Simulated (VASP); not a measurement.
# Te (I4_1/amd) in VASP: notebook

Te is run at these levels: PBE; tasks: single point, relaxation of cell and atoms.

All numbers are computed with VASP 6.6.1; they aren't measurements. Logs are shortened: lines on timing, memory, paths and dates and some standing lists are left out, and cuts for length are marked.

### 1 The cell of the first run

It takes space group I4_1/amd (No. 141, tetragonal). Conventional cell: a = 6.386 Å, b = 6.386 Å, c = 3.155 Å, α = 90.00°, β = 90.00°, γ = 90.00°. Te (site symmetry -4m2) has 10 Te at 3.16 to 3.97 Å within 4.2 Å.

### 2 Single point, PBE

The input, INCAR:

```
ALGO = Normal ; EDIFF = 1E-6
ENCUT = 520 ; GGA = PE
ISIF = 2 ; ISMEAR = 0
LASPH = True ; LCHARG = True
LELF = True ; LREAL = False
LVHAR = True ; LWAVE = False
NBANDS = 13 ; NELM = 100
PREC = Accurate ; SIGMA = 0.1
```

The input, KPOINTS:

```
k-points
0
Gamma
  14 14 14
```

The input, POSCAR:

```
Te
1.0
   -3.1928239987      3.1928239987      1.5777068278
    3.1928239987     -3.1928239987      1.5777068278
    3.1928239987      3.1928239987     -1.5777068278
Te
2
Direct
    0.0000000000      0.0000000000      0.0000000000
    0.7500000000      0.2500000000      0.5000000000
```

Potentials or basis: VASP PAW PBE potentials, release 64 (Te).

Launch:

```console
$ cat potpaw_PBE.64/Te/POTCAR > POTCAR
$ mpirun -np 1 vasp_std > vasp.out
```

OUTCAR:

```text
EDIFF = 1E-6
   ENCUT = 520
   GGA = PE
   ISIF = 2
   ISMEAR = 0
   LASPH = True
   LREAL = False
   NELM = 100
   PREC = Accurate

 ion  position               nearest neighbor table
   1  0.000  0.000  0.000-   2 3.29   2 3.29   2 3.29   2 3.29
   2  0.750  0.250  0.500-   1 3.29   1 3.29   1 3.29   1 3.29

  LATTYP: Found a body centered tetragonal cell.
 ALAT       =     6.3856479974
 C/A-ratio  =     0.4941414962

  Lattice vectors:

 A1 = (  -3.1928239987,   3.1928239987,   1.5777068278)
 A2 = (   3.1928239987,  -3.1928239987,   1.5777068278)
 A3 = (   3.1928239987,   3.1928239987,  -1.5777068278)

Analysis of symmetry for initial positions (statically):
=====================================================================
 Subroutine PRICEL returns:
 Original cell was already a primitive cell.

 Routine SETGRP: Setting up the symmetry group for a
 body centered tetragonal supercell.

 Subroutine GETGRP returns: Found 16 space group operations
 (whereof  8 operations were pure point group operations)
 out of a pool of 16 trial point group operations.

The static configuration has the point symmetry D_2d.
 The point group associated with its full space group is D_4h.

Analysis of symmetry for dynamics (positions and initial velocities):
=====================================================================
 Subroutine PRICEL returns:
 Original cell was already a primitive cell.

 Routine SETGRP: Setting up the symmetry group for a
 body centered tetragonal supercell.

 Subroutine GETGRP returns: Found 16 space group operations
 (whereof  8 operations were pure point group operations)
 out of a pool of 16 trial point group operations.

The dynamic configuration has the point symmetry D_2d.
 The point group associated with its full space group is D_4h.

 Subroutine INISYM returns: Found 16 space group operations
 (whereof  8 operations are pure point group operations),
 and found     1 'primitive' translations

----------------------------------------------------------------------------------------

                                     Primitive cell

  volume of cell :      64.3334

  direct lattice vectors                    reciprocal lattice vectors
    -3.192823999  3.192823999  1.577706828     0.000000000  0.156601178  0.316915660
     3.192823999 -3.192823999  1.577706828     0.156601178  0.000000000  0.316915660
     3.192823999  3.192823999 -1.577706828     0.156601178  0.156601178  0.000000000

  length of vectors
     4.783033453  4.783033453  4.783033453     0.353496060  0.353496060  0.221467510
[... 79 lines left out ...]
   ENCUT  =  520.0 eV  38.22 Ry    6.18 a.u.   8.89  8.89  8.89*2*pi/ulx,y,z
   NELM   =    100;   NELMIN=  2; NELMDL= -5     # of ELM steps
   EDIFF  = 0.1E-05   stopping-criterion for ELM
   LREAL  =      F    real-space projection
[... 7 lines left out ...]
   TEBEG  =    0.0;   TEEND  =   0.0 temperature during run
   PSTRESS=    0.0 pullay stress
   NELECT =      12.0000    total number of electrons
   NUPDOWN=      -1.0000    fix difference up-down
   EMIN   =  10.00;   EMAX   =-10.00  energy-range for DOS
   EFERMI =   0.00;   METHOD = LEGACY
   ISMEAR =     0;   SIGMA  =   0.10  broadening in eV -4-tet -1-fermi 0-gaus
   EFERMI_NEDOS =   21; number of points for ismear=-14 and -15
   IALGO  =     38    algorithm
   IMIX   =      4    mixing-type and parameters
     AMIX     =   0.40;   BMIX     =  1.00
     AMIX_MAG =   1.60;   BMIX_MAG =  1.00
  volume/ion in A,a.u.               =      32.17       217.07
  Fermi-wavevector in a.u.,A,eV,Ry     =   0.935384  1.767619 11.904319  0.874943
  Thomas-Fermi vector in A             =   2.062286
   LORBIT       =      0    0 simple, 1 ext, 2 COOP (PROOUT), +10 PAW based schemes
   GGA     = PE    functional components
   LHFCALC =     F    Hartree Fock is set to
   AEXX    =    0.0000 exact exchange contribution
   IVDW    =     0    specifies the selected vdW correction
   LEPSILON=     F    determine dielectric tensor
   LRPA    =     F    only Hartree local field effects (RPA)
 non-spin polarized calculation
 Gauss-broadening in eV      SIGMA  =   0.10
  energy-cutoff  :      520.00
  volume of cell :       64.33
 maximum number of plane-waves:      1750
   NGX = 17   NGY = 17   NGZ = 17

 number of electron      12.0000000 magnetization

 Free energy of the ion-electron system (eV)
  ---------------------------------------------------
  ext. energy  EPLUGINS =         0.00000000
  ---------------------------------------------------
  free energy    TOTEN  =        -5.86114298 eV

  energy without entropy =       -5.85456012  energy(sigma->0) =       -5.85785155

 E-fermi :   6.6483     XC(G=0):  -9.4123

 val. band max:        6.6447777545   @ k =   0.1429   0.1429   0.1429
 cond. band min:       6.6877721558   @ k =   0.5000   0.5000   0.2143
 fundamental gap:      0.0429944013
 Fermi energy:         6.6482779544

 k-point     1 :       0.0000    0.0000    0.0000
  band No.  band energies     occupation
      1      -6.9740      2.00000
      2      -3.6952      2.00000
      3       2.3155      2.00000
      4       2.3155      2.00000
      5       7.5600      0.00000
      6       7.5600      0.00000
      7       8.8094      0.00000
      8       9.3466      0.00000
      9       9.4057      0.00000
     10      12.8655      0.00000
     11      12.8862      0.00000
     12      15.0607      0.00000
     13      15.1540      0.00000
[... 354 lines left out ...]
  band No.  band energies     occupation
      1      -4.6250      2.00000
      2      -2.8011      2.00000
      3       1.7268      2.00000
      4       2.4316      2.00000
      5       3.8463      2.00000
      6       4.7051      2.00000
      7       7.0269      0.00000
      8       7.1844      0.00000
      9      10.9405      0.00000
     10      11.4481      0.00000
     11      12.8616      0.00000
     12      14.5194      0.00000
     13      15.8051      0.00000

 [... further k-points ...]
[... 5 lines left out ...]
  --------------------------------------------------------------------------------------
  -------------------------------------------------------------------------------------
  Total       -0.0213953     -0.0213953     -0.0383248      0.0000000      0.0000000      0.0000000
  in kB       -0.5328353     -0.5328353     -0.9544530      0.0000000      0.0000000      0.0000000
  external PRESSURE =      -0.6733745 kB  Pullay stress =       0.0000000 kB

 VOLUME and BASIS-vectors are now :
 -----------------------------------------------------------------------------
  energy-cutoff  :      520.00
  volume of cell :       64.33
      direct lattice vectors                 reciprocal lattice vectors
    -3.192823999  3.192823999  1.577706828     0.000000000  0.156601178  0.316915660
     3.192823999 -3.192823999  1.577706828     0.156601178  0.000000000  0.316915660
     3.192823999  3.192823999 -1.577706828     0.156601178  0.156601178  0.000000000

 POSITION                                       TOTAL-FORCE (eV/Angst)
 -----------------------------------------------------------------------------------
      0.00000      0.00000      0.00000         0.000000     -0.000000     -0.000000
     -0.00000      3.19282      0.78885        -0.000000      0.000000      0.000000
 -----------------------------------------------------------------------------------
    total drift:                               -0.000000      0.000000     -0.000000

  FREE ENERGIE OF THE ION-ELECTRON SYSTEM (eV)
  ---------------------------------------------------
  free  energy   TOTEN  =        -5.8611429781 eV

  energy  without entropy=       -5.8545601170  energy(sigma->0) =       -5.85785155
```

OSZICAR:

```text
N       E                     dE             d eps       ncg     rms          rms(c)
DAV:   1     0.370210748282E+02    0.37021E+02   -0.43462E+03  6344   0.724E+02
DAV:   2    -0.369131128373E+01   -0.40712E+02   -0.38480E+02  8857   0.111E+02
DAV:   3    -0.582708208907E+01   -0.21358E+01   -0.21171E+01  8014   0.257E+01
DAV:   4    -0.585460681734E+01   -0.27525E-01   -0.27520E-01  7552   0.372E+00
DAV:   5    -0.585515994050E+01   -0.55312E-03   -0.55312E-03  8029   0.538E-01    0.989E+00
DAV:   6    -0.585847999078E+01   -0.33201E-02   -0.23079E-03  7449   0.307E-01    0.610E+00
DAV:   7    -0.586112170027E+01   -0.26417E-02   -0.49688E-03  7329   0.449E-01    0.168E-01
DAV:   8    -0.586113708473E+01   -0.15384E-04   -0.11711E-04  7509   0.689E-02    0.958E-02
DAV:   9    -0.586114334926E+01   -0.62645E-05   -0.15789E-05  7739   0.259E-02    0.228E-02
DAV:  10    -0.586114297809E+01    0.37117E-06   -0.54491E-07  4952   0.495E-03
   1 F= -.58611430E+01 E0= -.58578515E+01  d E =-.658286E-02
```

It took 86 s on 1 thread of Intel Xeon Platinum 8488C (Sapphire Rapids), shared host; peak memory 0.32 GiB.

Results:

```yaml
Free_energy: -5.8611 eV
Pressure: -0.1 GPa
Band_gap_on_the_k_mesh: zero (band 6 reaches 8.84 eV, above the bottom of band 7 at 5.58 eV)
```

Caveat: spin-orbit coupling is left out, which moves the levels of the heavy elements.

### 3 Relaxation of cell and atoms, PBE

This run uses another cell than the first one, of 34.24 Å³/atom, 1.065 times its volume.

The input, INCAR:

```
  PREC = Accurate
  ENCUT = 600
  EDIFF = 1E-6
  ISMEAR = 0
  SIGMA = 0.1
  LREAL = False
  LASPH = True
  NELM = 100
  ALGO = Normal
  ISIF = 3
  LWAVE = False
  LCHARG = False
  GGA = PE
  IBRION = 2
  NSW = 100
  EDIFFG = -0.01
```

The input, KPOINTS:

```
regular mesh
0
Gamma
  14 14 14
```

The input, POSCAR:

```
Te
1.0
   -3.1543178333      3.1543178333      1.7207386051
    3.1543178333     -3.1543178333      1.7207386051
    3.1543178333      3.1543178333     -1.7207386051
Te
2
Direct
    0.0000000000      0.0000000000      0.0000000000
    0.7500000000      0.2500000000      0.5000000000
```

Potentials or basis: VASP PAW PBE potentials, release 64 (Te).

Launch:

```console
$ cat potpaw_PBE.64/Te/POTCAR > POTCAR
$ mpirun -np 1 vasp_std > vasp.out
```

Wall time 8.9 min (1 thread of Intel Xeon 6975P-C (Granite Rapids), shared host); peak memory 0.38 GiB.

The run converged. Its results:

```yaml
Free_energy: -5.8612 eV
Relaxed_volume: 32.13 Å³/atom
Relaxed_cell: a = 4.781 Å, b = 4.781 Å, c = 4.781 Å, α = 96.24°, β = 96.24°, γ = 141.49°
Space_group_after_relaxing_to_0.05_Å: I4_1/amd (No. 141)
Energy_gained_by_relaxing: 45.4 meV/atom
Ionic_steps: 10
Pressure_after_relaxing: 0.0 GPa
Band_gap_on_the_k_mesh: zero (band 6 reaches 8.86 eV, above the bottom of band 7 at 5.60 eV)
```

Step by step:
| step | energy change (eV) | largest force (eV/Å) | pressure (GPa) | volume (Å³) |
| --- | --- | --- | --- | --- |
| 1 | 0.0000 | 0.0000 | -2.64 | 68.48 |
| 2 | -0.0437 | 0.0000 | 0.95 | 63.03 |
| 3 | -0.0450 | 0.0000 | 0.36 | 63.76 |
| 4 | -0.0667 | 0.0000 | 0.60 | 63.33 |
| 5 | -0.0609 | 0.0000 | 2.49 | 61.84 |
| 6 | -0.0830 | 0.0000 | 1.10 | 62.76 |
| 7 | -0.0837 | 0.0000 | 1.32 | 62.57 |
| 8 | -0.0883 | 0.0000 | -0.46 | 65.04 |
| 9 | -0.0905 | 0.0000 | 0.15 | 64.12 |
| 10 | -0.0908 | 0.0000 | 0.00 | 64.25 |

Final structure:
```yaml
crystal:
  lattice:
    - [-3.19192, 3.19192, 1.57664]
    - [3.19192, -3.19192, 1.57664]
    - [3.19192, 3.19192, -1.57664]
  atoms:
    - { symbol: Te, position: [0.00000, 0.00000, 0.00000] }
    - { symbol: Te, position: [0.75000, 0.25000, 0.50000] }
```

Levels at points of the mesh, in eV from the Fermi level:
| k point | band 3 | band 4 | band 5 | band 6 | band 7 | band 8 | band 9 | band 10 |
| --- | --- | --- | --- | --- | --- | --- | --- | --- |
| (0.00, 0.00, 0.00) | -4.34 | -4.34 | 0.91 | 0.91 | 2.15 | 2.71 | 2.77 | 6.21 |
| (0.50, 0.00, 0.00) | -5.38 | -4.41 | -3.15 | -0.98 | -0.08 | 0.39 | 4.75 | 5.44 |
| (0.50, 0.50, 0.00) | -2.57 | -2.57 | -2.49 | -2.49 | 2.64 | 2.64 | 7.20 | 7.20 |
| (0.50, 0.50, 0.50) | -5.89 | -5.89 | 2.19 | 2.19 | 2.32 | 2.32 | 8.38 | 8.38 |

Caveat: spin-orbit coupling is left out, which moves the levels of the heavy elements.
